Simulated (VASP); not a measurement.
# SnSe (Fm-3m) in VASP: a series of runs, part 2 of 2

VASP 6.6.1. Earlier steps stand in the parts before.

## 4. Single point, RPBE

This run uses another cell than the first one, of 28.74 Å³/atom, 1.054 times its volume.

INCAR reads:

```
  ALGO = Normal
  EDIFF = 1E-6
  ENCUT = 520
  GGA = RP
  ISIF = 2
  ISMEAR = -1
  LASPH = T
  LCHARG = F
  LREAL = F
  LWAVE = F
  NBANDS = 17
  NELM = 80
  PREC = Accurate
  SIGMA = 0.05
```

KPOINTS reads:

```
k-points
0
Gamma
  8 8 8
```

POSCAR reads:

```
SnSe
1.0
    0.0000000000      3.0631967695      3.0631967695
    3.0631967695      0.0000000000      3.0631967695
    3.0631967695      3.0631967695      0.0000000000
Sn Se
1 1
Direct
    0.0000000000      0.0000000000      0.0000000000
    0.5000000000      0.5000000000      0.5000000000
```

Potentials or basis: VASP PAW PBE potentials, release 64 (Sn_d, Se).

Launch:

```console
$ cat potpaw_PBE.64/Sn_d/POTCAR potpaw_PBE.64/Se/POTCAR > POTCAR
$ mpirun -np 1 vasp_std > vasp.out
```

OUTCAR:

```text
EDIFF = 1E-6
   ENCUT = 520
   GGA = RP
   ISIF = 2
   ISMEAR = -1
   LASPH = T
   LREAL = F
   NELM = 80
   PREC = Accurate

 ion  position               nearest neighbor table
   1  0.000  0.000  0.000-   2 3.06   2 3.06   2 3.06   2 3.06   2 3.06   2 3.06
   2  0.500  0.500  0.500-   1 3.06   1 3.06   1 3.06   1 3.06   1 3.06   1 3.06

  LATTYP: Found a face centered cubic cell.
 ALAT       =     6.1263935390

  Lattice vectors:

 A1 = (   0.0000000000,   3.0631967695,   3.0631967695)
 A2 = (   3.0631967695,   0.0000000000,   3.0631967695)
 A3 = (   3.0631967695,   3.0631967695,   0.0000000000)

Analysis of symmetry for initial positions (statically):
=====================================================================
 Subroutine PRICEL returns:
 Original cell was already a primitive cell.

 Routine SETGRP: Setting up the symmetry group for a
 face centered cubic supercell.

 Subroutine GETGRP returns: Found 48 space group operations
[... 9 lines left out ...]

 Routine SETGRP: Setting up the symmetry group for a
 face centered cubic supercell.

 Subroutine GETGRP returns: Found 48 space group operations
[... 11 lines left out ...]
                                     Primitive cell

  volume of cell :      57.4850

  direct lattice vectors                    reciprocal lattice vectors
     0.000000000  3.063196770  3.063196770    -0.163228169  0.163228169  0.163228169
     3.063196770  0.000000000  3.063196770     0.163228169 -0.163228169  0.163228169
     3.063196770  3.063196770  0.000000000     0.163228169  0.163228169 -0.163228169

  length of vectors
     4.332014416  4.332014416  4.332014416     0.282719482  0.282719482  0.282719482

  position of ions in fractional coordinates (direct lattice)
     0.000000000  0.000000000  0.000000000
     0.500000000  0.500000000  0.500000000

  ion indices of the primitive-cell ions
   primitive index   ion index
                 1           1
                 2           2

----------------------------------------------------------------------------------------

 KPOINTS: k-points

Automatic generation of k-mesh.
 Grid dimensions read from file:
 generate k-points for:    8    8    8

 Generating k-lattice:

  Cartesian coordinates                     Fractional coordinates (reciprocal lattice)
    -0.020403521  0.020403521  0.020403521     0.125000000  0.000000000  0.000000000
     0.020403521 -0.020403521  0.020403521     0.000000000  0.125000000  0.000000000
     0.020403521  0.020403521 -0.020403521     0.000000000  0.000000000  0.125000000

  Length of vectors
     0.035339935  0.035339935  0.035339935

  Shift w.r.t. Gamma in fractional coordinates (k-lattice)
     0.000000000  0.000000000  0.000000000

 Subroutine IBZKPT returns following result:
 ===========================================

 Found     29 irreducible k-points:

 Following reciprocal coordinates:
            Coordinates               Weight
  0.000000  0.000000  0.000000      1.000000
  0.125000  0.000000  0.000000      8.000000
  0.250000  0.000000  0.000000      8.000000
  0.375000  0.000000  0.000000      8.000000
  0.500000  0.000000  0.000000      4.000000
  0.125000  0.125000  0.000000      6.000000
[... 16 lines left out ...]
  0.500000  0.250000  0.125000     48.000000
 -0.375000  0.250000  0.125000     24.000000
 [... further k-points ...]
   k-points           NKPTS =     29   k-points in BZ     NKDIM =     29   number of bands    NBANDS=     17
   number of dos      NEDOS =    301   number of ions     NIONS =      2
   total plane-waves  NPLWV =  32768
   dimension x,y,z NGX =    32 NGY =   32 NGZ =   32
   dimension x,y,z NGXF=    64 NGYF=   64 NGZF=   64
   ions per type =               1   1
   NGX,Y,Z   is equivalent  to a cutoff of  12.28, 12.28, 12.28 a.u.
   NGXF,Y,Z  is equivalent  to a cutoff of  24.56, 24.56, 24.56 a.u.
 SYSTEM =  unknown system
   PREC   = accura    normal or accurate (medium, high low for compatibility)
   ISTART =      0    job   : 0-new  1-cont  2-samecut
   ICHARG =      2    charge: 1-file 2-atom 10-const
   ISPIN  =      1    spin polarized calculation?
   LNONCOLLINEAR =      F non collinear calculations
   LSORBIT =      F    spin-orbit coupling
   LASPH  =      T    aspherical Exc in radial PAW
   ENCUT  =  520.0 eV  38.22 Ry    6.18 a.u.   8.05  8.05  8.05*2*pi/ulx,y,z
   NELM   =     80;   NELMIN=  2; NELMDL= -5     # of ELM steps
   EDIFF  = 0.1E-05   stopping-criterion for ELM
   LREAL  =      F    real-space projection
   EDIFFG = 0.1E-04   stopping-criterion for IOM
   NSW    =      0    number of steps for IOM
   IBRION =     -1    ionic relax: 0-MD 1-quasi-New 2-CG
   NFREE  =      0    steps in history (QN), initial steepest desc. (CG)
   ISIF   =      2    stress and relaxation
   ISYM   =      2    0-nonsym 1-usesym 2-fastsym
   POTIM  = 0.5000    time-step for ionic-motion
   TEBEG  =    0.0;   TEEND  =   0.0 temperature during run
   PSTRESS=    0.0 pullay stress
   NELECT =      20.0000    total number of electrons
   NUPDOWN=      -1.0000    fix difference up-down
   EMIN   =  10.00;   EMAX   =-10.00  energy-range for DOS
   EFERMI =   0.00;   METHOD = LEGACY
   ISMEAR =    -1;   SIGMA  =   0.05  broadening in eV -4-tet -1-fermi 0-gaus
   EFERMI_NEDOS =   21; number of points for ismear=-14 and -15
   IALGO  =     38    algorithm
   IMIX   =      4    mixing-type and parameters
     AMIX     =   0.40;   BMIX     =  1.00
     AMIX_MAG =   1.60;   BMIX_MAG =  1.00
  volume/ion in A,a.u.               =      28.74       193.96
  Fermi-wavevector in a.u.,A,eV,Ry     =   1.151419  2.175866 18.038127  1.325765
  Thomas-Fermi vector in A             =   2.288076
   LORBIT       =      0    0 simple, 1 ext, 2 COOP (PROOUT), +10 PAW based schemes
   GGA     = RP    functional components
   LHFCALC =     F    Hartree Fock is set to
   AEXX    =    0.0000 exact exchange contribution
   IVDW    =     0    specifies the selected vdW correction
   LEPSILON=     F    determine dielectric tensor
   LRPA    =     F    only Hartree local field effects (RPA)
 non-spin polarized calculation
  energy-cutoff  :      520.00
  volume of cell :       57.49
 maximum number of plane-waves:      1572
   NGX = 17   NGY = 17   NGZ = 17

 number of electron      19.9999991 magnetization

 Free energy of the ion-electron system (eV)
  ---------------------------------------------------
  ext. energy  EPLUGINS =         0.00000000
  ---------------------------------------------------
  free energy    TOTEN  =        -7.53436903 eV

  energy without entropy =       -7.53409705  energy(sigma->0) =       -7.53423304

 E-fermi :   5.3988     XC(G=0):  -9.2289

 val. band max:        5.2409447651   @ k =   0.5000   0.0000   0.0000
 cond. band min:       5.5575402706   @ k =   0.5000   0.0000   0.0000
 fundamental gap:      0.3165955055
 Fermi energy:         5.3988147750

 k-point     1 :       0.0000    0.0000    0.0000
  band No.  band energies     occupation
      1     -16.5659      2.00000
      2     -16.5659      2.00000
      3     -16.5659      2.00000
      4     -16.5588      2.00000
      5     -16.5588      2.00000
      6      -8.3631      2.00000
[... 9 lines left out ...]
     16      11.0888      0.00000
     17      13.2194      0.00000

 k-point     2 :       0.1250    0.0000    0.0000
  band No.  band energies     occupation
      1     -16.5656      2.00000
      2     -16.5650      2.00000
      3     -16.5650      2.00000
      4     -16.5591      2.00000
      5     -16.5591      2.00000
      6      -8.2649      2.00000
[... 9 lines left out ...]
     16      11.4369      0.00000
     17      14.1727      0.00000

 k-point     3 :       0.2500    0.0000    0.0000
  band No.  band energies     occupation
      1     -16.5648      2.00000
      2     -16.5647      2.00000
      3     -16.5647      2.00000
      4     -16.5581      2.00000
      5     -16.5581      2.00000
      6      -8.0028      2.00000
[... 392 lines left out ...]
 k-point    23 :       0.5000    0.2500    0.1250
  band No.  band energies     occupation
      1     -16.5686      2.00000
      2     -16.5642      2.00000
      3     -16.5617      2.00000
      4     -16.5574      2.00000
      5     -16.5546      2.00000
      6      -7.5385      2.00000
[... 9 lines left out ...]
     16      14.7313      0.00000
     17      15.9987      0.00000

 k-point    24 :      -0.3750    0.2500    0.1250
  band No.  band energies     occupation
      1     -16.5694      2.00000
      2     -16.5636      2.00000
      3     -16.5604      2.00000
      4     -16.5582      2.00000
      5     -16.5541      2.00000
      6      -7.4185      2.00000
[... 9 lines left out ...]
     16      15.8202      0.00000
     17      15.9117      0.00000

 [... further k-points ...]
[... 5 lines left out ...]
  --------------------------------------------------------------------------------------
  -------------------------------------------------------------------------------------
  Total       -0.0024071     -0.0024071     -0.0024071      0.0000000      0.0000000     -0.0000000
  in kB       -0.0670874     -0.0670874     -0.0670874      0.0000000      0.0000000     -0.0000000
  external PRESSURE =      -0.0670874 kB  Pullay stress =       0.0000000 kB

 VOLUME and BASIS-vectors are now :
 -----------------------------------------------------------------------------
  energy-cutoff  :      520.00
  volume of cell :       57.49
      direct lattice vectors                 reciprocal lattice vectors
     0.000000000  3.063196770  3.063196770    -0.163228169  0.163228169  0.163228169
     3.063196770  0.000000000  3.063196770     0.163228169 -0.163228169  0.163228169
     3.063196770  3.063196770  0.000000000     0.163228169  0.163228169 -0.163228169

 POSITION                                       TOTAL-FORCE (eV/Angst)
 -----------------------------------------------------------------------------------
      0.00000      0.00000      0.00000         0.000000     -0.000000     -0.000000
      3.06320      3.06320      3.06320        -0.000000      0.000000      0.000000
 -----------------------------------------------------------------------------------
    total drift:                                0.000000     -0.000000     -0.000000

  FREE ENERGIE OF THE ION-ELECTRON SYSTEM (eV)
  ---------------------------------------------------
  free  energy   TOTEN  =        -7.5343690307 eV

  energy  without entropy=       -7.5340970527  energy(sigma->0) =       -7.53423304
```

OSZICAR:

```text
N       E                     dE             d eps       ncg     rms          rms(c)
DAV:   1     0.135176955710E+03    0.13518E+03   -0.99834E+03   996   0.143E+03
DAV:   2     0.575423099045E+01   -0.12942E+03   -0.12474E+03  1090   0.357E+02
DAV:   3    -0.739368592833E+01   -0.13148E+02   -0.13075E+02  1176   0.961E+01
DAV:   4    -0.773499601219E+01   -0.34131E+00   -0.34111E+00  1195   0.166E+01
DAV:   5    -0.774485304096E+01   -0.98570E-02   -0.98567E-02  1424   0.276E+00    0.302E+00
DAV:   6    -0.752769970586E+01    0.21715E+00   -0.55434E-01  1373   0.398E+00    0.179E+00
DAV:   7    -0.752944195863E+01   -0.17423E-02   -0.99962E-02  1153   0.139E+00    0.942E-01
DAV:   8    -0.753433164405E+01   -0.48897E-02   -0.12990E-02  1147   0.961E-01    0.152E-01
DAV:   9    -0.753412808466E+01    0.20356E-03   -0.17425E-03  1370   0.330E-01    0.697E-02
DAV:  10    -0.753434295920E+01   -0.21487E-03   -0.41130E-04  1124   0.109E-01    0.195E-02
DAV:  11    -0.753436744816E+01   -0.24489E-04   -0.60874E-05  1234   0.615E-02    0.410E-03
DAV:  12    -0.753436887812E+01   -0.14300E-05   -0.45626E-06  1278   0.166E-02    0.223E-03
DAV:  13    -0.753436903067E+01   -0.15255E-06   -0.91709E-07   956   0.687E-03
   1 F= -.75343690E+01 E0= -.75342330E+01  d E =-.271978E-03
```

stdout:

```text
POSCAR found type information on POSCAR SnSe
 POSCAR found :  2 types and       2 ions
 scaLAPACK will be used
 -----------------------------------------------------------------------------
|                                                                             |
|                                                                             |
|     You enforced a specific xc type in the INCAR file but a different       |
|     I HOPE YOU KNOW WHAT YOU ARE DOING!                                     |
|                                                                             |
 -----------------------------------------------------------------------------

 LDA part: xc-table for (Slater+PW92), standard interpolation
 POSCAR, INCAR and KPOINTS ok, starting setup
 FFT: planning ... GRIDC
 FFT: planning ... GRID_SOFT
 FFT: planning ... GRID
 WAVECAR not read
 entering main loop
```

Run time: 27 s. Hardware: 1 thread of AMD EPYC 7R43 (Zen 3), shared host; peak memory 0.16 GiB.

What came out:

- Free energy: -7.5344 eV
- Pressure: 0.0 GPa
- Band gap on the k mesh: 0.32 eV, direct

Levels at points of the mesh, in eV from the valence-band top:
```
           k point  band 8  band 9  band 10  band 11  band 12  band 13
(0.00, 0.00, 0.00)   -2.16   -2.16    -2.16     4.06     4.06     4.06
(0.50, 0.00, 0.00)   -1.92   -1.92     0.00     0.32     1.21     1.21
(0.50, 0.50, 0.00)   -5.20   -3.50    -3.50     3.17     5.00     5.00
```

Caveat: the PAW data sets were made with another functional, which shifts forces and pressure a little; spin-orbit coupling is left out, which moves the levels of the heavy elements.

## 5. Summary

| level | cell | smearing | gap on the mesh (eV) | pressure (GPa) |
| --- | --- | --- | --- | --- |
| BLYP | a = 4.257 Å, angles 60.0°, 2 atoms | fermi-dirac 0.05 eV | 0.40 | 4.9 |
| PBE | a = 4.257 Å, angles 60.0°, 2 atoms | gaussian 0.012 eV | 0.58 | 0.9 |
| RPBE | a = 4.332 Å, angles 60.0°, 2 atoms | fermi-dirac 0.05 eV | 0.32 | 0.0 |

Alike in all rows: task single point; potentials or basis VASP PAW PBE potentials, release 64 (Sn_d, Se); no spin polarisation; k mesh 8 × 8 × 8; cutoff (eV) 520.

Caveats: spin-orbit coupling is left out, which moves the levels of the heavy elements; the PAW data sets were made with another functional, which shifts forces and pressure a little (some runs).

Total energies depend on the potentials used, so only differences within one code and one set of settings carry meaning.
